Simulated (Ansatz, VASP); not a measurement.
# LiBr in VASP and in Ansatz

INCAR

```
SYSTEM = LiBr
PREC = Accurate
ENCUT = 650
EDIFF = 1E-8
ISMEAR = 0
SIGMA = 0.01
LREAL = .False.
LASPH = .True.
NELM = 120
ALGO = Normal
ISIF = 2
LWAVE = .False.
LCHARG = .False.
GGA = PE
LEFG = .True.
NBANDS = 54
GGA_COMPAT = .False.
```

Contents of KPOINTS:

```
regular mesh
0
Gamma
  3 3 3
  0 0 0
```

Contents of POSCAR:

```
LiBr
1.0
    0.0000000000      5.4453811596      5.4453811596
    5.4453811596      0.0000000000      5.4453811596
    5.4453811596      5.4453811596      0.0000000000
Li Br
8 8
Direct
    0.0000000000      0.0000000000      0.0000000000
    0.0000000000      0.0000000000      0.5000000000
    0.0000000000      0.5000000000      0.0000000000
    0.0000000000      0.5000000000      0.5000000000
    0.5000000000      0.0000000000      0.0000000000
    0.5000000000      0.0000000000      0.5000000000
    0.5000000000      0.5000000000      0.0000000000
    0.5000000000      0.5000000000      0.5000000000
    0.2500000000      0.2500000000      0.2500000000
    0.2500000000      0.2500000000      0.7500000000
    0.2500000000      0.7500000000      0.2500000000
    0.2500000000      0.7500000000      0.7500000000
    0.7500000000      0.2500000000      0.2500000000
    0.7500000000      0.2500000000      0.7500000000
    0.7500000000      0.7500000000      0.2500000000
    0.7500000000      0.7500000000      0.7500000000
```

Input for Ansatz:

```yaml
crystal:
  lattice:
    - [0.0, 5.4453811596, 5.4453811596]
    - [5.4453811596, 0.0, 5.4453811596]
    - [5.4453811596, 5.4453811596, 0.0]
  atoms:
    - { symbol: Li, position: [0.0, 0.0, 0.0] }
    - { symbol: Li, position: [0.0, 0.0, 0.5] }
    - { symbol: Li, position: [0.0, 0.5, 0.0] }
    - { symbol: Li, position: [0.0, 0.5, 0.5] }
    - { symbol: Li, position: [0.5, 0.0, 0.0] }
    - { symbol: Li, position: [0.5, 0.0, 0.5] }
    - { symbol: Li, position: [0.5, 0.5, 0.0] }
    - { symbol: Li, position: [0.5, 0.5, 0.5] }
    - { symbol: Br, position: [0.25, 0.25, 0.25] }
    - { symbol: Br, position: [0.25, 0.25, 0.75] }
    - { symbol: Br, position: [0.25, 0.75, 0.25] }
    - { symbol: Br, position: [0.25, 0.75, 0.75] }
    - { symbol: Br, position: [0.75, 0.25, 0.25] }
    - { symbol: Br, position: [0.75, 0.25, 0.75] }
    - { symbol: Br, position: [0.75, 0.75, 0.25] }
    - { symbol: Br, position: [0.75, 0.75, 0.75] }
kpoints:
  mp_grid: { grid: [3, 3, 3] }
scf:
  occupations: { method: fixed }
hamiltonian:
  xc: pbe
  pseudopotentials: { kind: paw }
output:
  forces: true
  efg:
    quadrupole_moments_barn: { Li: -0.0401, Br: 0.2579 }
    contact_densities: true
  core_levels:
    shells: { Br: "3d" }
    counted_from: valence_top
    eps_inf: [3.476, 3.476, 3.476]
```

Alike in both runs: task electric field gradients; functional PBE; k mesh 3 × 3 × 3; no spin polarisation.

|  | VASP | Ansatz |
| --- | --- | --- |
| version | VASP 6.6.1 | Ansatz 0.2.0 |
| potentials or method | VASP PAW PBE potentials, release 64 (Li_sv, Br) | plane-wave PAW, scalar-relativistic |
| plane-wave cutoff (eV) | 650 | 420 |
| occupations | gaussian, width 0.01 eV | fixed |
| valence electrons in the cell | 80 | 80 |

|  | VASP | Ansatz | Ansatz less VASP |
| --- | --- | --- | --- |
| gap on the k mesh at the Fermi level (eV) | 5.08 | 5.07 | -0.008 |
